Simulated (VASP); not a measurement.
# BP (F-43m) in VASP: notebook

Aim: see how the results for BP move with the level of theory and the settings. Levels: BLYP+D3(BJ), RPBE, PBE, PBE+D4. Tasks: single point.

All numbers are computed with VASP 6.6.1; they aren't measurements. Logs are shortened: lines on timing, memory, paths and dates and some standing lists are left out, and cuts for length are marked.

## 1. The cell of the first run

It takes space group F-43m (No. 216, cubic). Conventional cell: a = 4.538 Å, b = 4.538 Å, c = 4.538 Å, α = 90.00°, β = 90.00°, γ = 90.00°. P (site symmetry -43m) has 4 B at 1.97 Å within 2.6 Å. Within 2.6 Å of B (site symmetry -43m) lie 4 P at 1.97 Å.

## 2. Single point, BLYP+D3(BJ)

INCAR

```
SYSTEM = BP
  PREC = Accurate
  ENCUT = 520
  EDIFF = 1E-7
  ISMEAR = -1
  SIGMA = 0.05
  LREAL = .FALSE.
  LASPH = .TRUE.
  NELM = 100
  ALGO = Normal
  ISIF = 2
  LWAVE = .FALSE.
  LCHARG = .FALSE.
  GGA = B5
  ALDAX = 1.0
  AGGAX = 1.0
  AGGAC = 1.0
  ALDAC = 0.0
  IVDW = 12
  VDW_S6 = 1.0
  VDW_S8 = 2.6996
  VDW_A1 = 0.4298
  VDW_A2 = 4.2359
  NBANDS = 11
```

KPOINTS

```
Automatic mesh
0
G
  10 10 10
  0 0 0
```

POSCAR

```
BP
1.0
    0.0000000000      2.2690000000      2.2690000000
    2.2690000000      0.0000000000      2.2690000000
    2.2690000000      2.2690000000      0.0000000000
P B
1 1
Direct
    0.7500000000      0.7500000000      0.7500000000
    0.0000000000      0.0000000000      0.0000000000
```

Potentials or basis: VASP PAW PBE potentials, release 64 (P, B).

Launch:

```
$ cat potpaw_PBE.64/P/POTCAR potpaw_PBE.64/B/POTCAR > POTCAR
$ mpirun -np 1 vasp_std > vasp.out
```

OUTCAR:

```text
SYSTEM = BP
   PREC = Accurate
   ENCUT = 520
   EDIFF = 1E-7
   ISMEAR = -1
   LREAL = .FALSE.
   LASPH = .TRUE.
   NELM = 100
   ISIF = 2
   GGA = B5
   IVDW = 12
 IVDW          = 12

 ion  position               nearest neighbor table
   1  0.750  0.750  0.750-   2 1.97   2 1.97   2 1.97   2 1.97
   2  0.000  0.000  0.000-   1 1.97   1 1.97   1 1.97   1 1.97

  LATTYP: Found a face centered cubic cell.
 ALAT       =     4.5380000000

  Lattice vectors:

 A1 = (   0.0000000000,   2.2690000000,   2.2690000000)
 A2 = (   2.2690000000,   0.0000000000,   2.2690000000)
 A3 = (   2.2690000000,   2.2690000000,   0.0000000000)

Analysis of symmetry for initial positions (statically):
=====================================================================
 Subroutine PRICEL returns:
 Original cell was already a primitive cell.

 Routine SETGRP: Setting up the symmetry group for a
 face centered cubic supercell.

 Subroutine GETGRP returns: Found 24 space group operations
 (whereof 24 operations were pure point group operations)
 out of a pool of 48 trial point group operations.

The static configuration has the point symmetry T_d .

Analysis of symmetry for dynamics (positions and initial velocities):
=====================================================================
 Subroutine PRICEL returns:
 Original cell was already a primitive cell.

 Routine SETGRP: Setting up the symmetry group for a
 face centered cubic supercell.

 Subroutine GETGRP returns: Found 24 space group operations
 (whereof 24 operations were pure point group operations)
 out of a pool of 48 trial point group operations.

The dynamic configuration has the point symmetry T_d .

 Subroutine INISYM returns: Found 24 space group operations
 (whereof 24 operations are pure point group operations),
 and found     1 'primitive' translations

----------------------------------------------------------------------------------------

                                     Primitive cell

  volume of cell :      23.3633

  direct lattice vectors                    reciprocal lattice vectors
     0.000000000  2.269000000  2.269000000    -0.220361393  0.220361393  0.220361393
     2.269000000  0.000000000  2.269000000     0.220361393 -0.220361393  0.220361393
     2.269000000  2.269000000  0.000000000     0.220361393  0.220361393 -0.220361393

  length of vectors
     3.208850573  3.208850573  3.208850573     0.381677128  0.381677128  0.381677128

  position of ions in fractional coordinates (direct lattice)
     0.750000000  0.750000000  0.750000000
     0.000000000  0.000000000  0.000000000

  ion indices of the primitive-cell ions
   primitive index   ion index
                 1           1
                 2           2

----------------------------------------------------------------------------------------

 KPOINTS: Automatic mesh

Automatic generation of k-mesh.
 Grid dimensions read from file:
 generate k-points for:   10   10   10

 Generating k-lattice:

  Cartesian coordinates                     Fractional coordinates (reciprocal lattice)
    -0.022036139  0.022036139  0.022036139     0.100000000  0.000000000  0.000000000
     0.022036139 -0.022036139  0.022036139     0.000000000  0.100000000  0.000000000
     0.022036139  0.022036139 -0.022036139     0.000000000  0.000000000  0.100000000

  Length of vectors
     0.038167713  0.038167713  0.038167713

  Shift w.r.t. Gamma in fractional coordinates (k-lattice)
     0.000000000  0.000000000  0.000000000

 Subroutine IBZKPT returns following result:
 ===========================================

 Found     47 irreducible k-points:

 Following reciprocal coordinates:
            Coordinates               Weight
  0.000000  0.000000  0.000000      1.000000
  0.100000  0.000000  0.000000      8.000000
  0.200000  0.000000  0.000000      8.000000
  0.300000  0.000000  0.000000      8.000000
  0.400000  0.000000  0.000000      8.000000
  0.500000  0.000000  0.000000      4.000000
[... 16 lines left out ...]
  0.300000  0.300000  0.000000      6.000000
  0.400000  0.300000  0.000000     24.000000
 [... further k-points ...]
   k-points           NKPTS =     47   k-points in BZ     NKDIM =     47   number of bands    NBANDS=     11
   number of dos      NEDOS =    301   number of ions     NIONS =      2
   total plane-waves  NPLWV =  13824
   dimension x,y,z NGX =    24 NGY =   24 NGZ =   24
   dimension x,y,z NGXF=    48 NGYF=   48 NGZF=   48
   ions per type =               1   1
   NGX,Y,Z   is equivalent  to a cutoff of  12.43, 12.43, 12.43 a.u.
   NGXF,Y,Z  is equivalent  to a cutoff of  24.87, 24.87, 24.87 a.u.
 SYSTEM =  BP
   PREC   = accura    normal or accurate (medium, high low for compatibility)
   ISTART =      0    job   : 0-new  1-cont  2-samecut
   ICHARG =      2    charge: 1-file 2-atom 10-const
   ISPIN  =      1    spin polarized calculation?
   LNONCOLLINEAR =      F non collinear calculations
   LSORBIT =      F    spin-orbit coupling
   LASPH  =      T    aspherical Exc in radial PAW
   ENCUT  =  520.0 eV  38.22 Ry    6.18 a.u.   5.97  5.97  5.97*2*pi/ulx,y,z
   NELM   =    100;   NELMIN=  2; NELMDL= -5     # of ELM steps
   EDIFF  = 0.1E-06   stopping-criterion for ELM
   LREAL  =      F    real-space projection
   EDIFFG = 0.1E-05   stopping-criterion for IOM
   NSW    =      0    number of steps for IOM
   IBRION =     -1    ionic relax: 0-MD 1-quasi-New 2-CG
   NFREE  =      0    steps in history (QN), initial steepest desc. (CG)
   ISIF   =      2    stress and relaxation
   ISYM   =      2    0-nonsym 1-usesym 2-fastsym
   POTIM  = 0.5000    time-step for ionic-motion
   TEBEG  =    0.0;   TEEND  =   0.0 temperature during run
   PSTRESS=    0.0 pullay stress
   NELECT =       8.0000    total number of electrons
   NUPDOWN=      -1.0000    fix difference up-down
   EMIN   =  10.00;   EMAX   =-10.00  energy-range for DOS
[... 5 lines left out ...]
     AMIX     =   0.40;   BMIX     =  1.00
     AMIX_MAG =   1.60;   BMIX_MAG =  1.00
  volume/ion in A,a.u.               =      11.68        78.83
  Fermi-wavevector in a.u.,A,eV,Ry     =   1.145320  2.164342 17.847562  1.311759
  Thomas-Fermi vector in A             =   2.282009
   LORBIT       =      0    0 simple, 1 ext, 2 COOP (PROOUT), +10 PAW based schemes
   GGA     = B5    functional components
   LHFCALC =     F    Hartree Fock is set to
   AEXX    =    0.0000 exact exchange contribution
   IVDW    =    12    specifies the selected vdW correction
   LEPSILON=     F    determine dielectric tensor
   LRPA    =     F    only Hartree local field effects (RPA)
 non-spin polarized calculation
  energy-cutoff  :      520.00
  volume of cell :       23.36
 maximum number of plane-waves:       639
   NGX = 11   NGY = 11   NGZ = 11

 number of electron       8.0000000 magnetization

 Free energy of the ion-electron system (eV)
  ---------------------------------------------------
  ext. energy  EPLUGINS =         0.00000000
  ---------------------------------------------------
  free energy    TOTEN  =       -11.56420587 eV

  energy without entropy =      -11.56420587  energy(sigma->0) =      -11.56420587

 E-fermi :   8.5309     XC(G=0): -10.2212

 val. band max:        7.7812690595   @ k =   0.0000   0.0000   0.0000
 cond. band min:       9.3187066054   @ k =   0.4000   0.4000   0.0000
 fundamental gap:      1.5374375460
 Fermi energy:         8.5309141582

 k-point     1 :       0.0000    0.0000    0.0000
  band No.  band energies     occupation
      1      -7.5066      2.00000
      2       7.7813      2.00000
      3       7.7813      2.00000
      4       7.7813      2.00000
      5      11.3626      0.00000
      6      11.3626      0.00000
      7      11.3626      0.00000
      8      15.2413      0.00000
      9      19.7068      0.00000
     10      20.1750      0.00000
     11      20.1750      0.00000

 k-point     2 :       0.1000    0.0000    0.0000
  band No.  band energies     occupation
      1      -7.3282      2.00000
      2       6.5297      2.00000
      3       7.5008      2.00000
      4       7.5008      2.00000
      5      11.7566      0.00000
      6      11.7566      0.00000
      7      11.7770      0.00000
      8      15.7564      0.00000
      9      19.5194      0.00000
     10      19.5194      0.00000
     11      20.2543      0.00000

 k-point     3 :       0.2000    0.0000    0.0000
  band No.  band energies     occupation
      1      -6.8004      2.00000
      2       4.2380      2.00000
      3       6.9581      2.00000
      4       6.9581      2.00000
      5      11.9771      0.00000
      6      12.4704      0.00000
      7      12.4704      0.00000
      8      16.9455      0.00000
      9      18.9285      0.00000
     10      18.9285      0.00000
     11      21.0982      0.00000

 k-point     4 :       0.3000    0.0000    0.0000
  band No.  band energies     occupation
      1      -5.9545      2.00000
      2       1.9155      2.00000
      3       6.4763      2.00000
      4       6.4763      2.00000
      5      11.8903      0.00000
      6      12.8277      0.00000
      7      12.8277      0.00000
      8      17.9455      0.00000
      9      19.4746      0.00000
     10      19.4746      0.00000
     11      21.3203      0.00000
[... 239 lines left out ...]
 k-point    22 :      -0.2000    0.2000    0.0000
  band No.  band energies     occupation
      1      -5.6664      2.00000
      2       2.6286      2.00000
      3       3.7533      2.00000
      4       6.5692      2.00000
      5      12.4517      0.00000
      6      13.2707      0.00000
      7      14.3038      0.00000
      8      16.3164      0.00000
      9      17.5916      0.00000
     10      21.6182      0.00000
     11      23.7361      0.00000

 k-point    23 :       0.3000    0.3000    0.0000
  band No.  band energies     occupation
      1      -5.4158      2.00000
      2       3.0144      2.00000
      3       4.6541      2.00000
      4       4.6541      2.00000
      5       9.5772      0.00000
      6      12.0271      0.00000
      7      16.7293      0.00000
      8      16.7293      0.00000
      9      20.8933      0.00000
     10      22.4217      0.00000
     11      24.5659      0.00000

 k-point    24 :       0.4000    0.3000    0.0000
  band No.  band energies     occupation
      1      -4.6035      2.00000
      2       1.7086      2.00000
      3       3.8586      2.00000
      4       4.3626      2.00000
      5       9.8681      0.00000
      6      11.7173      0.00000
      7      17.3484      0.00000
      8      17.3696      0.00000
      9      21.8343      0.00000
     10      23.2750      0.00000
     11      25.0089      0.00000

 [... further k-points ...]

------------------------ aborting loop because EDIFF is reached ----------------------------------------

 Edisp (eV)   -1.37141

 E8    (eV) :    -0.9273

  FORCE on cell =-STRESS in cart. coord.  units (eV):
  Direction    XX          YY          ZZ          XY          YZ          ZX
  --------------------------------------------------------------------------------------
  -------------------------------------------------------------------------------------
  Total      -0.52517    -0.52517    -0.52517     0.00000     0.00000     0.00000
  in kB     -36.01420   -36.01420   -36.01420     0.00000     0.00000     0.00000
  external pressure =      -36.01 kB  Pullay stress =        0.00 kB

 VOLUME and BASIS-vectors are now :
 -----------------------------------------------------------------------------
  energy-cutoff  :      520.00
  volume of cell :       23.36
      direct lattice vectors                 reciprocal lattice vectors
     0.000000000  2.269000000  2.269000000    -0.220361393  0.220361393  0.220361393
     2.269000000  0.000000000  2.269000000     0.220361393 -0.220361393  0.220361393
     2.269000000  2.269000000  0.000000000     0.220361393  0.220361393 -0.220361393

 POSITION                                       TOTAL-FORCE (eV/Angst)
 -----------------------------------------------------------------------------------
      3.40350      3.40350      3.40350         0.000000     -0.000000     -0.000000
      0.00000      0.00000      0.00000        -0.000000      0.000000      0.000000
 -----------------------------------------------------------------------------------
    total drift:                               -0.000000     -0.000000     -0.000000

  FREE ENERGIE OF THE ION-ELECTRON SYSTEM (eV)
  ---------------------------------------------------
  free  energy   TOTEN  =       -12.9356138513 eV

  energy  without entropy=      -12.9356138482  energy(sigma->0) =      -12.93561385
```

Run time: 26 s. Hardware: 1 thread of AMD EPYC 7R43 (Zen 3), shared host; peak memory 0.11 GiB.

What came out:

- Free energy: -12.9356 eV
- Pressure: -3.6 GPa
- Band gap on the k mesh: 1.54 eV, indirect (least direct gap 3.58 eV)
- Dispersion energy per atom: -0.686 eV

Caveat: the PAW data sets were made with another functional, which shifts forces and pressure a little. Expect the measured gap to be larger: semilocal functionals such as BLYP lack the derivative discontinuity.

## 3. Single point, RPBE

INCAR

```
SYSTEM = BP
ALGO = Normal ; EDIFF = 1E-7
ENCUT = 520 ; GGA = RP
ISIF = 2 ; ISMEAR = -1
LASPH = .True. ; LCHARG = .False.
LREAL = .False. ; LWAVE = .False.
NBANDS = 11 ; NELM = 60
PREC = Accurate ; SIGMA = 0.05
```

KPOINTS

```
k-points
0
Gamma
  10 10 10
  0 0 0
```

POSCAR is that of step 2.

Potentials or basis: VASP PAW PBE potentials, release 64 (P, B).

Launch:

```
$ cat potpaw_PBE.64/P/POTCAR potpaw_PBE.64/B/POTCAR > POTCAR
$ mpirun -np 1 vasp_std > vasp.out
```

It took 25 s on 1 thread of AMD EPYC 7R43 (Zen 3), shared host; peak memory 0.1 GiB.

The run converged. Its results:

- Free energy: -12.2693 eV
- Pressure: 3.5 GPa
- Band gap on the k mesh: 1.25 eV, indirect (least direct gap 3.39 eV)

Levels at points of the mesh, in eV from the valence-band top:
```csv
k point,band 2,band 3,band 4,band 5,band 6,band 7
"(0.00, 0.00, 0.00)",0.00,0.00,0.00,3.39,3.39,3.39
"(0.50, 0.00, 0.00)",-9.04,-1.76,-1.76,3.79,4.70,4.70
"(0.50, 0.50, 0.00)",-8.62,-4.12,-4.12,1.33,1.70,12.16
```

Caveat: the PAW data sets were made with another functional, which shifts forces and pressure a little.

## 4. Single point, PBE

This run uses another cell than the first one, of 11.76 Å³/atom, 1.007 times its volume.

INCAR

```
SYSTEM = BP
PREC = Accurate ; ENCUT = 520
EDIFF = 1E-6 ; ISMEAR = -1
SIGMA = 0.05 ; LREAL = .False.
LASPH = .True. ; NELM = 80
ALGO = Normal ; ISIF = 2
LWAVE = .False. ; LCHARG = .True.
GGA = PE ; LELF = .True.
LVHAR = .True. ; NBANDS = 11
```

KPOINTS

```
Automatic mesh
0
Gamma
  10 10 10
  0 0 0
```

POSCAR

```
BP
1.0
    0.0000000000      2.2740309780      2.2740309780
    2.2740309780      0.0000000000      2.2740309780
    2.2740309780      2.2740309780      0.0000000000
P B
1 1
Direct
    0.7500000000      0.7500000000      0.7500000000
    0.0000000000      0.0000000000      0.0000000000
```

Launch:

```
$ cat potpaw_PBE.64/P/POTCAR potpaw_PBE.64/B/POTCAR > POTCAR
$ mpirun -np 1 vasp_std > vasp.out
```

Run time: 20 s. Hardware: 1 thread of AMD EPYC 7R43 (Zen 3), shared host; peak memory 0.1 GiB.

The run converged. Its results:

| Property | Result |
| --- | --- |
| Free energy | -12.9309 eV |
| Pressure | -0.2 GPa |
| Band gap on the k mesh | 1.25 eV, indirect (least direct gap 3.39 eV) |

Levels at points of the mesh, in eV from the valence-band top:
| k point | band 1 | band 2 | band 3 | band 4 | band 5 | band 6 | band 7 | band 8 | band 9 |
| --- | --- | --- | --- | --- | --- | --- | --- | --- | --- |
| (0.00, 0.00, 0.00) | -15.40 | 0.00 | 0.00 | 0.00 | 3.39 | 3.39 | 3.39 | 7.27 | 11.47 |
| (0.50, 0.00, 0.00) | -12.10 | -8.99 | -1.75 | -1.75 | 3.74 | 4.71 | 4.71 | 10.10 | 14.58 |
| (0.50, 0.50, 0.00) | -10.58 | -8.55 | -4.09 | -4.09 | 1.35 | 1.67 | 12.06 | 12.06 | 15.15 |

A k mesh can miss the band edges.

## 5. Single point, PBE+D4

This run uses another cell than the first one, of 11.42 Å³/atom, 0.977 times its volume.

INCAR

```
PREC     = Accurate       # precision mode
ENCUT    = 520            # plane-wave cutoff, eV
EDIFF    = 1E-7           # SCF threshold, eV
ISMEAR   = -1             # smearing method
SIGMA    = 0.05           # smearing width, eV
LREAL    = False          # projectors in reciprocal space
LASPH    = True           # aspherical terms in the spheres
NELM     = 60             # most SCF steps
ALGO     = Normal         # electronic algorithm
ISIF     = 2              # what is computed and relaxed
LWAVE    = False          # write WAVECAR
LCHARG   = True           # write CHGCAR
GGA      = PE             # functional
IVDW     = 13             # dispersion correction
LELF     = True           # ELF
LVHAR    = True         
NBANDS   = 11             # bands
```

KPOINTS

```
regular mesh
0
Gamma
  10 10 10
```

POSCAR

```
BP
1.0
    0.0000000000      2.2518330936      2.2518330936
    2.2518330936      0.0000000000      2.2518330936
    2.2518330936      2.2518330936      0.0000000000
P B
1 1
Direct
    0.7500000000      0.7500000000      0.7500000000
    0.0000000000      0.0000000000      0.0000000000
```

Launch:

```
$ cat potpaw_PBE.64/P/POTCAR potpaw_PBE.64/B/POTCAR > POTCAR
$ mpirun -np 1 vasp_std > vasp.out
```

It took 32 s on 1 thread of AMD EPYC 7R43 (Zen 3), shared host; peak memory 0.1 GiB.

It converged, with:

- Free energy: -13.6441 eV
- Pressure: -0.2 GPa
- Band gap on the k mesh: 1.21 eV, indirect (least direct gap 3.44 eV)
- Dispersion energy per atom: -0.362 eV

Levels at points of the mesh, in eV from the valence-band top:
```
           k point  band 1  band 2  band 3  band 4  band 5  band 6  band 7  band 8
(0.00, 0.00, 0.00)  -15.67    0.00    0.00    0.00    3.44    3.44    3.44    7.72
(0.50, 0.00, 0.00)  -12.25   -9.20   -1.79   -1.79    3.92    4.73    4.73   10.21
(0.50, 0.50, 0.00)  -10.69   -8.70   -4.20   -4.20    1.29    1.64   12.34   12.34
```

A k mesh can miss the band edges. A hybrid or GW would open this gap; PBE tends to underestimate it.

## 6. Overview

```csv
level,cell,gap on the mesh (eV),pressure (GPa)
BLYP+D3(BJ),"a = 3.209 Å, angles 60.0°, 2 atoms",1.54,-3.6
RPBE,"a = 3.209 Å, angles 60.0°, 2 atoms",1.25,3.5
PBE,"a = 3.216 Å, angles 60.0°, 2 atoms",1.25,-0.2
PBE+D4,"a = 3.185 Å, angles 60.0°, 2 atoms",1.21,-0.2
```

Alike in all rows: task single point; potentials or basis VASP PAW PBE potentials, release 64 (P, B); no spin polarisation; k mesh 10 × 10 × 10; cutoff (eV) 520; smearing fermi-dirac 0.05 eV.

Caveats: the PAW data sets were made with another functional, which shifts forces and pressure a little (some runs).

Total energies depend on the potentials used, so only differences within one code and one set of settings carry meaning.
